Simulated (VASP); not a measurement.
A run of VASP 6.6.1:

Contents of INCAR:

```
SYSTEM = LaCo2B2
PREC = Accurate
ENCUT = 520
EDIFF = 1E-6
ISMEAR = -1
SIGMA = 0.0377
LREAL = .False.
LASPH = .True.
NELM = 150
ALGO = Normal
ISIF = 2
LWAVE = .False.
LCHARG = .False.
MAGMOM = 0 0 0 0 0 0 0 0 0 1.042 1.042 -2.613 1.042 1.042 -2.613
LORBIT = 11
LSORBIT = .True.
GGA_COMPAT = .False.
LORBMOM = .True.
LMAXMIX = 6
GGA = CA
NBANDS = 50
```

KPOINTS

```
regular mesh
0
Gamma
  5 5 5
  0 0 0
```

File POSCAR:

```
LaCo2B2
1.0
   -0.0000000058      3.5208659019      0.0000000348
    3.5208659019     -0.0000000058      0.0000000348
    1.7604329044      1.7604329044     -5.0471620317
La B Co
1 2 2
Direct
    0.0000000000      0.0000000000      0.0000000000
    0.3336617266      0.3336617266      0.3326765439
    0.6663382734      0.6663382734      0.6673234561
    0.7500000004      0.2499999996      0.5000000000
    0.2499999996      0.7500000004      0.5000000000
```

Potentials or basis: VASP PAW LDA potentials, release 64 (La, B, Co).

Command:

```sh
$ cat potpaw_LDA.64/La/POTCAR potpaw_LDA.64/B/POTCAR potpaw_LDA.64/Co/POTCAR > POTCAR
$ mpirun -np 1 vasp_ncl > vasp.out
```

Hardware: 1 thread of AMD EPYC 7R13 Processor (Zen 3), on a shared host.

Q: Estimate the wall time of this run.

A: Wall time 9.3 min on 1 thread of AMD EPYC 7R13 Processor (Zen 3), on a shared host, peak memory 0.44 GiB. Counts: scf iterations 19, k points 63.
